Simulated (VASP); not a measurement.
# BaTiO3 (Pm-3m) in VASP: single point with PBEsol

Aim: the single point of BaTiO3 with PBEsol.

All numbers are computed with VASP 6.6.1; they aren't measurements. Logs are shortened: lines on timing, memory, paths and dates and some standing lists are left out, and cuts for length are marked.

## Step 1: The cell of the first run

It takes space group Pm-3m (No. 221, cubic). The conventional cell has a = 3.970 Å, b = 3.970 Å, c = 3.970 Å, α = 90.00°, β = 90.00°, γ = 90.00°. Within 3.7 Å of Ba (site symmetry m-3m) lie 12 O at 2.81 Å and 8 Ti at 3.44 Å. Within 2.6 Å of Ti (site symmetry m-3m) lie 6 O at 1.99 Å. O (site symmetry 4/mmm) has 2 Ti at 1.99 Å within 2.6 Å.

## Step 2: Single point, PBEsol

File INCAR:

```
SYSTEM = BaTiO3
PREC = Accurate ; ENCUT = 1340
EDIFF = 1E-6 ; ISMEAR = 0
SIGMA = 0.01 ; LREAL = .FALSE.
LASPH = .TRUE. ; NELM = 120
ALGO = Normal ; ISIF = 2
LWAVE = .FALSE. ; LCHARG = .FALSE.
GGA = PS ; NBANDS = 28
GGA_COMPAT = .FALSE.
```

File KPOINTS:

```
regular mesh
0
G
  6 6 6
  0 0 0
```

File POSCAR:

```
BaTiO3
1.0
    3.9702274728      0.0000000000      0.0000000000
    0.0000000000      3.9702274728      0.0000000000
    0.0000000000      0.0000000000      3.9702274728
Ba Ti O
1 1 3
Direct
    0.5000000000      0.5000000000      0.5000000000
    0.0000000000      0.0000000000      0.0000000000
    0.5000000000      0.0000000000      0.0000000000
    0.0000000000      0.0000000000      0.5000000000
    0.0000000000      0.5000000000      0.0000000000
```

Potentials or basis: VASP PAW PBE potentials, release 64 (Ba_sv, Ti_sv, O_h).

Launch:

```bash
$ cat potpaw_PBE.64/Ba_sv/POTCAR potpaw_PBE.64/Ti_sv/POTCAR potpaw_PBE.64/O_h/POTCAR > POTCAR
$ mpirun -np 1 vasp_std > vasp.out
```

OUTCAR:

```text
SYSTEM = BaTiO3
   PREC = Accurate
   ENCUT = 1340
   EDIFF = 1E-6
   ISMEAR = 0
   LREAL = .FALSE.
   LASPH = .TRUE.
   NELM = 120
   ISIF = 2
   GGA = PS

 ion  position               nearest neighbor table
   1  0.500  0.500  0.500-   3 2.81   4 2.81   5 2.81   3 2.81   5 2.81   3 2.81   4 2.81   3 2.81
                             4 2.81   5 2.81   5 2.81   4 2.81   2 3.44   2 3.44   2 3.44   2 3.44
   2  0.000  0.000  0.000-   3 1.99   4 1.99   5 1.99   4 1.99   5 1.99   3 1.99   1 3.44   1 3.44
                             1 3.44   1 3.44   1 3.44   1 3.44   1 3.44   1 3.44
   3  0.500  0.000  0.000-   2 1.99   2 1.99   1 2.81   1 2.81   1 2.81   1 2.81
   4  0.000  0.000  0.500-   2 1.99   2 1.99   1 2.81   1 2.81   1 2.81   1 2.81
   5  0.000  0.500  0.000-   2 1.99   2 1.99   1 2.81   1 2.81   1 2.81   1 2.81

  LATTYP: Found a simple cubic cell.
 ALAT       =     3.9702274728

  Lattice vectors:

 A1 = (   3.9702274728,   0.0000000000,   0.0000000000)
 A2 = (   0.0000000000,   3.9702274728,   0.0000000000)
 A3 = (   0.0000000000,   0.0000000000,   3.9702274728)

Analysis of symmetry for initial positions (statically):
=====================================================================
 Subroutine PRICEL returns:
 Original cell was already a primitive cell.

 Routine SETGRP: Setting up the symmetry group for a
 simple cubic supercell.

 Subroutine GETGRP returns: Found 48 space group operations
 (whereof 48 operations were pure point group operations)
 out of a pool of 48 trial point group operations.

The static configuration has the point symmetry O_h .

Analysis of symmetry for dynamics (positions and initial velocities):
=====================================================================
 Subroutine PRICEL returns:
 Original cell was already a primitive cell.

 Routine SETGRP: Setting up the symmetry group for a
 simple cubic supercell.

 Subroutine GETGRP returns: Found 48 space group operations
 (whereof 48 operations were pure point group operations)
 out of a pool of 48 trial point group operations.

The dynamic configuration has the point symmetry O_h .

 Subroutine INISYM returns: Found 48 space group operations
 (whereof 48 operations are pure point group operations),
 and found     1 'primitive' translations

----------------------------------------------------------------------------------------

                                     Primitive cell

  volume of cell :      62.5815

  direct lattice vectors                    reciprocal lattice vectors
     3.970227473  0.000000000  0.000000000     0.251874737  0.000000000  0.000000000
     0.000000000  3.970227473  0.000000000     0.000000000  0.251874737  0.000000000
     0.000000000  0.000000000  3.970227473     0.000000000  0.000000000  0.251874737

  length of vectors
     3.970227473  3.970227473  3.970227473     0.251874737  0.251874737  0.251874737

  position of ions in fractional coordinates (direct lattice)
     0.500000000  0.500000000  0.500000000
     0.000000000  0.000000000  0.000000000
     0.500000000  0.000000000  0.000000000
     0.000000000  0.000000000  0.500000000
     0.000000000  0.500000000  0.000000000

  ion indices of the primitive-cell ions
   primitive index   ion index
                 1           1
                 2           2
                 3           3
                 4           4
                 5           5

----------------------------------------------------------------------------------------

 KPOINTS: regular mesh

Automatic generation of k-mesh.
 Grid dimensions read from file:
 generate k-points for:    6    6    6

 Generating k-lattice:

  Cartesian coordinates                     Fractional coordinates (reciprocal lattice)
     0.041979123  0.000000000  0.000000000     0.166666667  0.000000000  0.000000000
     0.000000000  0.041979123  0.000000000     0.000000000  0.166666667  0.000000000
     0.000000000  0.000000000  0.041979123     0.000000000  0.000000000  0.166666667

  Length of vectors
     0.041979123  0.041979123  0.041979123

  Shift w.r.t. Gamma in fractional coordinates (k-lattice)
     0.000000000  0.000000000  0.000000000

 Subroutine IBZKPT returns following result:
 ===========================================

 Found     20 irreducible k-points:

 Following reciprocal coordinates:
            Coordinates               Weight
  0.000000  0.000000  0.000000      1.000000
  0.166667  0.000000  0.000000      6.000000
  0.333333  0.000000  0.000000      6.000000
  0.500000  0.000000  0.000000      3.000000
  0.166667  0.166667  0.000000     12.000000
  0.333333  0.166667  0.000000     24.000000
[... 12 lines left out ...]
  0.500000  0.500000  0.333333      6.000000
  0.500000  0.500000  0.500000      1.000000
   k-points           NKPTS =     20   k-points in BZ     NKDIM =     20   number of bands    NBANDS=     28
   number of dos      NEDOS =    301   number of ions     NIONS =      5
   total plane-waves  NPLWV = 110592
   dimension x,y,z NGX =    48 NGY =   48 NGZ =   48
   dimension x,y,z NGXF=    96 NGYF=   96 NGZF=   96
   ions per type =               1   1   3
   NGX,Y,Z   is equivalent  to a cutoff of  20.10, 20.10, 20.10 a.u.
   NGXF,Y,Z  is equivalent  to a cutoff of  40.20, 40.20, 40.20 a.u.
 SYSTEM =  BaTiO3
   PREC   = accura    normal or accurate (medium, high low for compatibility)
   ISTART =      0    job   : 0-new  1-cont  2-samecut
   ICHARG =      2    charge: 1-file 2-atom 10-const
   ISPIN  =      1    spin polarized calculation?
   LNONCOLLINEAR =      F non collinear calculations
   LSORBIT =      F    spin-orbit coupling
   LASPH  =      T    aspherical Exc in radial PAW
   ENCUT  = 1340.0 eV  98.49 Ry    9.92 a.u.  11.85 11.85 11.85*2*pi/ulx,y,z
   NELM   =    120;   NELMIN=  2; NELMDL= -5     # of ELM steps
   EDIFF  = 0.1E-05   stopping-criterion for ELM
   LREAL  =      F    real-space projection
   EDIFFG = 0.1E-04   stopping-criterion for IOM
   NSW    =      0    number of steps for IOM
   IBRION =     -1    ionic relax: 0-MD 1-quasi-New 2-CG
   NFREE  =      0    steps in history (QN), initial steepest desc. (CG)
   ISIF   =      2    stress and relaxation
   ISYM   =      2    0-nonsym 1-usesym 2-fastsym
   POTIM  = 0.5000    time-step for ionic-motion
   TEBEG  =    0.0;   TEEND  =   0.0 temperature during run
   PSTRESS=    0.0 pullay stress
   NELECT =      40.0000    total number of electrons
   NUPDOWN=      -1.0000    fix difference up-down
   EMIN   =  10.00;   EMAX   =-10.00  energy-range for DOS
   EFERMI =   0.00;   METHOD = LEGACY
   ISMEAR =     0;   SIGMA  =   0.01  broadening in eV -4-tet -1-fermi 0-gaus
   EFERMI_NEDOS =   21; number of points for ismear=-14 and -15
   IALGO  =     38    algorithm
   IMIX   =      4    mixing-type and parameters
     AMIX     =   0.40;   BMIX     =  1.00
     AMIX_MAG =   1.60;   BMIX_MAG =  1.00
  volume/ion in A,a.u.               =      12.52        84.46
  Fermi-wavevector in a.u.,A,eV,Ry     =   1.410196  2.664884 27.057258  1.988652
  Thomas-Fermi vector in A             =   2.532174
   LORBIT       =      0    0 simple, 1 ext, 2 COOP (PROOUT), +10 PAW based schemes
   GGA     = PS    functional components
   LHFCALC =     F    Hartree Fock is set to
   AEXX    =    0.0000 exact exchange contribution
   IVDW    =     0    specifies the selected vdW correction
   LEPSILON=     F    determine dielectric tensor
   LRPA    =     F    only Hartree local field effects (RPA)
 non-spin polarized calculation
 Gauss-broadening in eV      SIGMA  =   0.01
  energy-cutoff  :     1340.00
  volume of cell :       62.58
 maximum number of plane-waves:      6988
 NGX is ok and might be reduce to    48
   NGX = 23   NGY = 23   NGZ = 23

 number of electron      40.0000003 magnetization

 Free energy of the ion-electron system (eV)
  ---------------------------------------------------
  ext. energy  EPLUGINS =         0.00000000
  ---------------------------------------------------
  free energy    TOTEN  =       -41.99964506 eV

  energy without entropy =      -41.99964506  energy(sigma->0) =      -41.99964506

 E-fermi :   4.3523     XC(G=0): -11.6506

 val. band max:        4.2452761553   @ k =   0.5000   0.5000   0.5000
 cond. band min:       5.9934618043   @ k =   0.0000   0.0000   0.0000
 fundamental gap:      1.7481856490
 Fermi energy:         4.3522552994

 k-point     1 :       0.0000    0.0000    0.0000
  band No.  band energies     occupation
      1     -52.0204      2.00000
      2     -28.3583      2.00000
      3     -28.3583      2.00000
      4     -28.3583      2.00000
      5     -20.4574      2.00000
      6     -12.6207      2.00000
[... 20 lines left out ...]
     27       9.1899      0.00000
     28      11.7066      0.00000

 k-point     2 :       0.1667    0.0000    0.0000
  band No.  band energies     occupation
      1     -52.0202      2.00000
      2     -28.3736      2.00000
      3     -28.3577      2.00000
      4     -28.3577      2.00000
      5     -20.4231      2.00000
      6     -12.6518      2.00000
[... 20 lines left out ...]
     27       9.7512      0.00000
     28      12.3791      0.00000

 k-point     3 :       0.3333    0.0000    0.0000
  band No.  band energies     occupation
      1     -52.0196      2.00000
      2     -28.4039      2.00000
      3     -28.3565      2.00000
      4     -28.3565      2.00000
      5     -20.3527      2.00000
      6     -12.8075      2.00000
[... 20 lines left out ...]
     27      11.0638      0.00000
     28      12.5860      0.00000

 k-point     4 :       0.5000    0.0000    0.0000
  band No.  band energies     occupation
      1     -52.0193      2.00000
      2     -28.4189      2.00000
      3     -28.3559      2.00000
      4     -28.3559      2.00000
      5     -20.3167      2.00000
      6     -12.9070      2.00000
[... 454 lines left out ...]
     27      12.0075      0.00000
     28      12.1548      0.00000

 k-point    19 :       0.5000    0.5000    0.3333
  band No.  band energies     occupation
      1     -52.0172      2.00000
      2     -28.4124      2.00000
      3     -28.4124      2.00000
      4     -28.3973      2.00000
      5     -20.1719      2.00000
      6     -11.8253      2.00000
[... 20 lines left out ...]
     27      11.8147      0.00000
     28      12.2371      0.00000

 k-point    20 :       0.5000    0.5000    0.5000
  band No.  band energies     occupation
      1     -52.0169      2.00000
      2     -28.4117      2.00000
      3     -28.4117      2.00000
      4     -28.4117      2.00000
      5     -20.1526      2.00000
      6     -11.6623      2.00000
[... 20 lines left out ...]
     27      12.2373      0.00000
     28      12.2373      0.00000

------------------------ aborting loop because EDIFF is reached ----------------------------------------

  FORCE on cell =-STRESS in cart. coord.  units (eV):
  Direction    XX          YY          ZZ          XY          YZ          ZX
  --------------------------------------------------------------------------------------
  -------------------------------------------------------------------------------------
  Total        0.7061195      0.7061195      0.7061195      0.0000000     -0.0000000      0.0000000
  in kB       18.0776773     18.0776773     18.0776773      0.0000000     -0.0000000      0.0000000
  external PRESSURE =      18.0776773 kB  Pullay stress =       0.0000000 kB

 VOLUME and BASIS-vectors are now :
 -----------------------------------------------------------------------------
  energy-cutoff  :     1340.00
  volume of cell :       62.58
      direct lattice vectors                 reciprocal lattice vectors
     3.970227473  0.000000000  0.000000000     0.251874737  0.000000000  0.000000000
     0.000000000  3.970227473  0.000000000     0.000000000  0.251874737  0.000000000
     0.000000000  0.000000000  3.970227473     0.000000000  0.000000000  0.251874737

 POSITION                                       TOTAL-FORCE (eV/Angst)
 -----------------------------------------------------------------------------------
      1.98511      1.98511      1.98511         0.000000      0.000000      0.000000
      0.00000      0.00000      0.00000         0.000000      0.000000      0.000000
      1.98511      0.00000      0.00000         0.000000      0.000000      0.000000
      0.00000      0.00000      1.98511         0.000000      0.000000      0.000000
      0.00000      1.98511      0.00000         0.000000      0.000000      0.000000
 -----------------------------------------------------------------------------------
    total drift:                                0.000000      0.000000      0.000000

  FREE ENERGIE OF THE ION-ELECTRON SYSTEM (eV)
  ---------------------------------------------------
  free  energy   TOTEN  =       -41.9996450625 eV

  energy  without entropy=      -41.9996450625  energy(sigma->0) =      -41.99964506
```

Wall time 5.2 min (1 thread of AMD EPYC 7R43 (Zen 3), shared host); peak memory 0.37 GiB.

Results:

- Free energy: -41.9996 eV
- Pressure: 1.8 GPa
- Band gap on the k mesh: 1.75 eV (least direct gap 1.87 eV)

Levels at points of the mesh, in eV from the valence-band top:
```tsv
k point	band 18	band 19	band 20	band 21	band 22	band 23
(0.00, 0.00, 0.00)	-0.12	-0.12	-0.12	1.75	1.75	1.75
(0.50, 0.00, 0.00)	-1.88	-0.72	-0.72	1.93	3.61	3.61
(0.50, 0.50, 0.00)	-0.86	-0.86	-0.10	3.62	3.62	4.04
(0.50, 0.50, 0.50)	0.00	0.00	0.00	4.33	4.33	4.33
```

Caveat: the PAW data sets were made with another functional, which shifts forces and pressure a little; spin-orbit coupling is left out, which moves the levels of the heavy elements.
